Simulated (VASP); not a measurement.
# Nd4O (Cmmm) in VASP: a series of runs, part 2 of 3

VASP 6.6.1. The steps go on from the part before.

**3. Single point, PBE**

This run uses another cell than the first one, of 22.24 Å³/atom.

The input, INCAR:

```
SYSTEM = Nd4O
  ALGO = Normal
  EDIFF = 1E-6
  ENCUT = 600
  GGA = PE
  GGA_COMPAT = .False.
  ISIF = 2
  ISMEAR = 0
  LASPH = .True.
  LCHARG = .True.
  LELF = .True.
  LMAXMIX = 6
  LREAL = .False.
  LVHAR = .True.
  LWAVE = .False.
  NBANDS = 33
  NELM = 200
  PREC = Accurate
  SIGMA = 0.1
```

The input, KPOINTS:

```
k-points
0
Gamma
  4 4 6
  0 0 0
```

The input, POSCAR:

```
Nd4O
1.0
    3.8919738200     -4.0868426400      0.0000000000
    3.8919738200      4.0868426400      0.0000000000
    0.0000000000      0.0000000000      3.4948736900
Nd O
4 1
Direct
    0.8105999900      0.1894000100      0.5000000000
    0.1894000100      0.8105999900      0.5000000000
    0.2852000000      0.2852000000      0.0000000000
    0.7148000000      0.7148000000      0.0000000000
    0.0000000000      0.0000000000      0.0000000000
```

Potentials or basis: VASP PAW PBE potentials, release 64 (Nd_3, O), 4f in core.

Launch:

```console
$ cat potpaw_PBE.64/Nd_3/POTCAR potpaw_PBE.64/O/POTCAR > POTCAR
$ mpirun -np 1 vasp_std > vasp.out
```

OUTCAR:

```text
SYSTEM = Nd4O
   EDIFF = 1E-6
   ENCUT = 600
   GGA = PE
   ISIF = 2
   ISMEAR = 0
   LASPH = .True.
   LREAL = .False.
   NELM = 200
   PREC = Accurate

 ion  position               nearest neighbor table
   1  0.811  0.189  0.500-   5 2.33   5 2.33   2 3.10   3 3.22   3 3.22   4 3.22   4 3.22   4 3.51
                             4 3.51   3 3.51   3 3.51
   2  0.189  0.811  0.500-   5 2.33   5 2.33   1 3.10   3 3.22   3 3.22   4 3.22   4 3.22   4 3.51
                             4 3.51   3 3.51   3 3.51
   3  0.285  0.285  0.000-   5 2.22   2 3.22   1 3.22   1 3.22   2 3.22   4 3.34   2 3.51   2 3.51
                             1 3.51   1 3.51
   4  0.715  0.715  0.000-   5 2.22   2 3.22   1 3.22   1 3.22   2 3.22   3 3.34   1 3.51   1 3.51
                             2 3.51   2 3.51
   5  0.000  0.000  0.000-   3 2.22   4 2.22   1 2.33   2 2.33   1 2.33   2 2.33

  LATTYP: Found a base centered orthorhombic cell.
 ALAT       =     7.7839476400
 B/A-ratio  =     1.0500694067
 C/A-ratio  =     0.4489847378

  Lattice vectors:

 A1 = (   3.8919738200,  -4.0868426400,   0.0000000000)
 A2 = (   3.8919738200,   4.0868426400,   0.0000000000)
 A3 = (   0.0000000000,   0.0000000000,   3.4948736900)

Analysis of symmetry for initial positions (statically):
=====================================================================
 Subroutine PRICEL returns:
 Original cell was already a primitive cell.

 Routine SETGRP: Setting up the symmetry group for a
 base centered orthorhombic supercell.

 Subroutine GETGRP returns: Found  8 space group operations
 (whereof  8 operations were pure point group operations)
 out of a pool of  8 trial point group operations.

The static configuration has the point symmetry D_2h.

Analysis of symmetry for dynamics (positions and initial velocities):
=====================================================================
 Subroutine PRICEL returns:
 Original cell was already a primitive cell.

 Routine SETGRP: Setting up the symmetry group for a
 base centered orthorhombic supercell.

[... 133 lines left out ...]
  Thomas-Fermi vector in A             =   2.388085
   LORBIT       =      0    0 simple, 1 ext, 2 COOP (PROOUT), +10 PAW based schemes
   GGA     = PE    functional components
   LHFCALC =     F    Hartree Fock is set to
   AEXX    =    0.0000 exact exchange contribution
   IVDW    =     0    specifies the selected vdW correction
   LEPSILON=     F    determine dielectric tensor
   LRPA    =     F    only Hartree local field effects (RPA)
 non-spin polarized calculation
 Gauss-broadening in eV      SIGMA  =   0.10
  energy-cutoff  :      600.00
  volume of cell :      111.18
 maximum number of plane-waves:      3748
 NGX is ok and might be reduce to    48
   NGX = 23   NGY = 23   NGZ = 13

 number of electron      50.0000002 magnetization

 Free energy of the ion-electron system (eV)
  ---------------------------------------------------
  ext. energy  EPLUGINS =         0.00000000
  ---------------------------------------------------
  free energy    TOTEN  =       -26.69062513 eV

  energy without entropy =      -26.66269998  energy(sigma->0) =      -26.67666255

 E-fermi :   5.2943     XC(G=0): -10.9816

 val. band max:        5.2632285118   @ k =   0.0000   0.0000   0.5000
 cond. band min:       5.2945834959   @ k =   0.0000   0.0000   0.5000
 fundamental gap:      0.0313549842
 Fermi energy:         5.2943277512

 k-point     1 :       0.0000    0.0000    0.0000
  band No.  band energies     occupation
      1     -32.5232      2.00000
      2     -32.1015      2.00000
      3     -32.0935      2.00000
      4     -31.9391      2.00000
      5     -17.4127      2.00000
      6     -14.3637      2.00000
[... 853 lines left out ...]
     32       8.5055      0.00000
     33       9.3099      0.00000

 [... further k-points ...]

------------------------ aborting loop because EDIFF is reached ----------------------------------------

  FORCE on cell =-STRESS in cart. coord.  units (eV):
  Direction    XX          YY          ZZ          XY          YZ          ZX
  --------------------------------------------------------------------------------------
  -------------------------------------------------------------------------------------
  Total       16.4719164     15.1114487     15.2971579      0.0000000      0.0000000      0.0000000
  in kB      237.3752346    217.7696620    220.4459003      0.0000000      0.0000000      0.0000000
  external PRESSURE =     225.1969323 kB  Pullay stress =       0.0000000 kB

 VOLUME and BASIS-vectors are now :
 -----------------------------------------------------------------------------
  energy-cutoff  :      600.00
  volume of cell :      111.18
      direct lattice vectors                 reciprocal lattice vectors
     3.891973820 -4.086842640  0.000000000     0.128469518 -0.122343835  0.000000000
     3.891973820  4.086842640  0.000000000     0.128469518  0.122343835  0.000000000
     0.000000000  0.000000000  3.494873690     0.000000000  0.000000000  0.286133374

 POSITION                                       TOTAL-FORCE (eV/Angst)
 -----------------------------------------------------------------------------------
      3.89197     -2.53875      1.74744         0.000000      2.423667      0.000000
      3.89197      2.53875      1.74744         0.000000     -2.423667     -0.000000
      2.21998      0.00000      0.00000         2.632623     -0.000000      0.000000
      5.56397      0.00000      0.00000        -2.632623     -0.000000      0.000000
      0.00000      0.00000      0.00000         0.000000     -0.000000      0.000000
 -----------------------------------------------------------------------------------
    total drift:                               -0.000000     -0.000000      0.000000

  FREE ENERGIE OF THE ION-ELECTRON SYSTEM (eV)
  ---------------------------------------------------
  free  energy   TOTEN  =       -26.6906251322 eV

  energy  without entropy=      -26.6626999755  energy(sigma->0) =      -26.67666255
```

Run time: 96 s. Hardware: 1 thread of Intel Xeon Platinum 8375C at 2.90GHz (Ice Lake), shared host; peak memory 0.31 GiB.

Results:

| Quantity | Value |
| --- | --- |
| Free energy | -26.6906 eV |
| Pressure | 22.5 GPa |
| Largest force | 2.633 eV/Å |
| Band gap on the k mesh | zero (bands 25 and 26 overlap by 0.70 eV) |

Forces on the atoms (eV/Å):
```
Nd   0.000  2.424  0.000
Nd   0.000 -2.424  0.000
Nd   2.633  0.000  0.000
Nd  -2.633  0.000  0.000
O    0.000  0.000  0.000
```

Levels at points of the mesh, in eV from the Fermi level:
| k point | band 21 | band 22 | band 23 | band 24 | band 25 | band 26 | band 27 | band 28 | band 29 | band 30 |
| --- | --- | --- | --- | --- | --- | --- | --- | --- | --- | --- |
| (0.00, 0.00, 0.00) | -3.48 | -2.29 | -1.94 | -0.21 | 0.00 | 1.05 | 1.18 | 1.92 | 2.40 | 2.49 |
| (0.50, 0.00, 0.00) | -2.10 | -1.92 | -1.21 | -0.95 | -0.45 | 0.89 | 1.17 | 1.52 | 1.60 | 1.89 |
| (0.50, 0.50, 0.00) | -1.66 | -1.09 | -0.71 | -0.70 | -0.51 | 0.13 | 0.47 | 1.98 | 2.38 | 2.39 |
| (0.00, 0.00, 0.50) | -1.07 | -0.91 | -0.46 | -0.25 | -0.03 | 0.00 | 0.11 | 0.37 | 1.56 | 2.12 |
| (0.50, 0.00, 0.50) | -2.08 | -1.44 | -0.82 | -0.64 | -0.58 | 0.15 | 1.30 | 1.47 | 1.48 | 2.13 |
| (0.50, 0.50, 0.50) | -2.21 | -1.89 | -1.15 | -0.94 | -0.70 | -0.28 | 0.28 | 0.69 | 2.84 | 3.18 |

Caveat: the cell stands under pressure; spin-orbit coupling is left out, which moves the levels of the heavy elements; the 4f electrons are frozen in the core, so they carry no moment and show no levels; the run has no spin polarisation, though such a crystal can be magnetic; forces of over 1 eV/Å act on the atoms, so gaps and moduli don't describe the material at rest. With open d or f shells a metallic result of PBE can be an artefact of self-interaction; +U or a hybrid may open a gap.

**4. Relaxation of cell and atoms, PBE**

This run uses another cell than the first one, of 22.24 Å³/atom.

The input, INCAR:

```
PREC = Accurate
ENCUT = 600
EDIFF = 1E-7
ISMEAR = 0
SIGMA = 0.1
LREAL = False
LASPH = True
NELM = 200
ALGO = Normal
ISIF = 3
LWAVE = False
LCHARG = False
GGA = PE
IBRION = 2
NSW = 90
EDIFFG = -0.04
GGA_COMPAT = False
NELMIN = 4
LMAXMIX = 6
```

The input, KPOINTS:

```
Automatic mesh
0
Gamma
  4 4 6
```

POSCAR is that of step 3.

Potentials or basis: VASP PAW PBE potentials, release 64 (Nd_3, O), 4f in core.

Launch:

```console
$ cat potpaw_PBE.64/Nd_3/POTCAR potpaw_PBE.64/O/POTCAR > POTCAR
$ mpirun -np 1 vasp_std > vasp.out
```

OUTCAR:

```text
PREC = Accurate
   ENCUT = 600
   EDIFF = 1E-7
   ISMEAR = 0
   LREAL = False
   LASPH = True
   NELM = 200
   ISIF = 3
   GGA = PE
   IBRION = 2
   NSW = 90
   EDIFFG = -0.04
   NELMIN = 4

 ion  position               nearest neighbor table
   1  0.811  0.189  0.500-   5 2.33   5 2.33   2 3.10   3 3.22   3 3.22   4 3.22   4 3.22   4 3.51
                             4 3.51   3 3.51   3 3.51
   2  0.189  0.811  0.500-   5 2.33   5 2.33   1 3.10   3 3.22   3 3.22   4 3.22   4 3.22   4 3.51
                             4 3.51   3 3.51   3 3.51
   3  0.285  0.285  0.000-   5 2.22   2 3.22   1 3.22   1 3.22   2 3.22   4 3.34   2 3.51   2 3.51
                             1 3.51   1 3.51
   4  0.715  0.715  0.000-   5 2.22   2 3.22   1 3.22   1 3.22   2 3.22   3 3.34   1 3.51   1 3.51
                             2 3.51   2 3.51
   5  0.000  0.000  0.000-   3 2.22   4 2.22   1 2.33   2 2.33   1 2.33   2 2.33

[... 1904 lines left out ...]
  FREE ENERGIE OF THE ION-ELECTRON SYSTEM (eV)
  ---------------------------------------------------
  free  energy   TOTEN  =       -28.6378196123 eV

  energy  without entropy=      -28.5992694904  energy(sigma->0) =      -28.61854455

[... ionic steps 4 to 34 ...]

--------------------------------------- Ionic step       35  -------------------------------------------

 number of electron      50.0000001 magnetization

------------------------ aborting loop because EDIFF is reached ----------------------------------------
[... 73 lines left out ...]
--------------------------------------- Ionic step       37  -------------------------------------------

 number of electron      49.9999998 magnetization

 Free energy of the ion-electron system (eV)
  ---------------------------------------------------
  ext. energy  EPLUGINS =         0.00000000
  ---------------------------------------------------
  free energy    TOTEN  =       -28.86720166 eV

  energy without entropy =      -28.83859955  energy(sigma->0) =      -28.85290060

 E-fermi :   3.5773     XC(G=0):  -9.8478

 val. band max:        3.5726022984   @ k =   0.2500   0.2500   0.5000
 cond. band min:       3.6021332274   @ k =   0.5000   0.0000   0.0000
 fundamental gap:      0.0295309290
 Fermi energy:         3.5772827140
[... 824 lines left out ...]
  FREE ENERGIE OF THE ION-ELECTRON SYSTEM (eV)
  ---------------------------------------------------
  free  energy   TOTEN  =       -28.8672016592 eV

  energy  without entropy=      -28.8385995499  energy(sigma->0) =      -28.85290060

 reached required accuracy - stopping structural energy minimisation
```

OSZICAR:

```text
N       E                     dE             d eps       ncg     rms          rms(c)
DAV:   1     0.486054329853E+03    0.48605E+03   -0.26723E+04  1680   0.180E+03
DAV:   2     0.102087077960E+02   -0.47585E+03   -0.46458E+03  1860   0.432E+02
[... 454 lines left out ...]
DAV:   4    -0.288671527475E+02   -0.55736E-04   -0.74353E-04  2384   0.103E-01    0.446E-02
DAV:   5    -0.288671716177E+02   -0.18870E-04   -0.26221E-05  2362   0.275E-02    0.320E-02
DAV:   6    -0.288672023678E+02   -0.30750E-04   -0.40389E-05  2078   0.455E-02    0.497E-03
DAV:   7    -0.288672012717E+02    0.10961E-05   -0.35730E-06  2302   0.896E-03    0.134E-03
DAV:   8    -0.288672017278E+02   -0.45611E-06   -0.30966E-07  1584   0.351E-03    0.895E-04
DAV:   9    -0.288672016592E+02    0.68574E-07   -0.32354E-08   978   0.149E-03
  37 F= -.28867202E+02 E0= -.28852901E+02  d E =-.201213E-02
```

CONTCAR:

```text
Nd4O
   1.00000000000000
     5.1445373005044166   -3.7547021967315661    0.0000000000000000
     5.1445373005044166    3.7547021967315661    0.0000000000000000
     0.0000000000000000    0.0000000000000000    3.7151030530796452
  Nd              O
     4     1
Direct
     0.7724471577267911    0.2275528422732090    0.5000000000000000
     0.2275528422732090    0.7724471577267911    0.5000000000000000
     0.2413888976995475    0.2413888976995475    0.0000000000000000
     0.7586111023004524    0.7586111023004524    0.0000000000000000
     0.0000000000000000    1.0000000000000000    0.0000000000000000

  0.00000000E+00  0.00000000E+00  0.00000000E+00
  0.00000000E+00  0.00000000E+00  0.00000000E+00
  0.00000000E+00  0.00000000E+00  0.00000000E+00
  0.00000000E+00  0.00000000E+00  0.00000000E+00
  0.00000000E+00  0.00000000E+00  0.00000000E+00
```

Run time: 44 min. Hardware: 1 thread of Intel Xeon Platinum 8375C at 2.90GHz (Ice Lake), shared host; peak memory 0.31 GiB.

What came out:

```yaml
Free_energy: -28.8672 eV
Relaxed_volume: 28.70 Å³/atom
Relaxed_cell: a = 6.369 Å, b = 6.369 Å, c = 3.715 Å, α = 90.00°, β = 90.00°, γ = 72.25°
Space_group_after_relaxing_to_0.1_Å: Cmmm (No. 65)
Energy_gained_by_relaxing: 435.3 meV/atom
Ionic_steps: 37
Pressure_after_relaxing: 0.0 GPa
Largest_force_after_relaxing: 0.039 eV/Å
Band_gap_on_the_k_mesh: zero (bands 25 and 26 overlap by 0.64 eV)
```

Forces in eV/Å, atoms in the order of the input:
```
Nd   0.000  0.039  0.000
Nd   0.000 -0.039  0.000
Nd   0.002  0.000  0.000
Nd  -0.002  0.000  0.000
O    0.000  0.000  0.000
```

Step by step:
```tsv
step	energy change (eV)	largest force (eV/Å)	pressure (GPa)	volume (Å³)
1	0.0000	2.6328	22.52	111.18
2	-1.1134	0.9116	-6.83	169.43
3	-1.9472	0.3506	0.30	140.85
4	-1.9473	0.3254	0.56	140.21
5	-1.9703	0.2487	0.19	141.80
6	-1.9863	0.1335	-0.39	144.68
7	-1.9896	0.0249	0.28	143.36
8	-1.9897	0.0340	0.16	143.58
9	-1.9914	0.0158	0.11	143.93
10	-1.9925	0.0520	0.05	144.46
11	-1.9934	0.0631	-0.06	144.83
12	-1.9950	0.0962	-0.38	145.94
13	-1.9951	0.1108	-0.52	146.45
14	-1.9953	0.1111	-0.53	146.47
15	-1.9956	0.1122	-0.54	146.52
16	-1.9964	0.1142	-0.55	146.63
17	-1.9979	0.1182	-0.59	146.85
18	-2.0012	0.1248	-0.68	147.29
19	-2.0089	0.1288	-0.88	148.13
20	-2.0240	0.0808	-1.27	149.71
21	-2.0262	0.2595	-1.82	152.42
22	-2.0295	0.1460	-1.51	150.94
23	-2.0310	0.1568	-1.51	150.97
24	-2.0349	0.1914	-1.50	151.04
25	-2.0416	0.2695	-1.46	151.15
26	-2.0504	0.4666	-1.31	151.19
27	-2.0603	0.4787	-1.13	150.53
28	-2.0853	0.5164	-0.55	148.57
29	-2.1119	0.5963	0.74	144.65
30	-2.1132	0.6235	1.20	143.35
31	-2.1332	0.5113	1.05	143.09
32	-2.1660	0.1874	0.71	142.22
33	-2.1677	0.0857	0.63	141.93
34	-2.1732	0.0499	0.16	143.06
35	-2.1746	0.0205	-0.24	144.05
36	-2.1758	0.0284	-0.16	143.83
37	-2.1766	0.0395	-0.04	143.52
```

Final structure:
```cif
data_structure
_symmetry_space_group_name_H-M 'P 1'
_symmetry_Int_Tables_number 1
_cell_length_a 6.3690
_cell_length_b 6.3690
_cell_length_c 3.7151
_cell_angle_alpha 90.000
_cell_angle_beta 90.000
_cell_angle_gamma 72.247
_cell_volume 143.52
loop_
_atom_site_label
_atom_site_type_symbol
_atom_site_fract_x
_atom_site_fract_y
_atom_site_fract_z
_atom_site_occupancy
Nd1 Nd 0.77245 0.22755 0.50000 1
Nd2 Nd 0.22755 0.77245 0.50000 1
Nd3 Nd 0.24139 0.24139 0.00000 1
Nd4 Nd 0.75861 0.75861 0.00000 1
O1 O 0.00000 0.00000 0.00000 1
```

Caveat: the volume moved by over 15 % at a fixed basis, so the end points are rough; spin-orbit coupling is left out, which moves the levels of the heavy elements; the 4f electrons are frozen in the core, so they carry no moment and show no levels; the run has no spin polarisation, though such a crystal can be magnetic.

[end of part 2 of 3]

The gap in the log of VASP goes by the Fermi energy; the results here count the filled bands.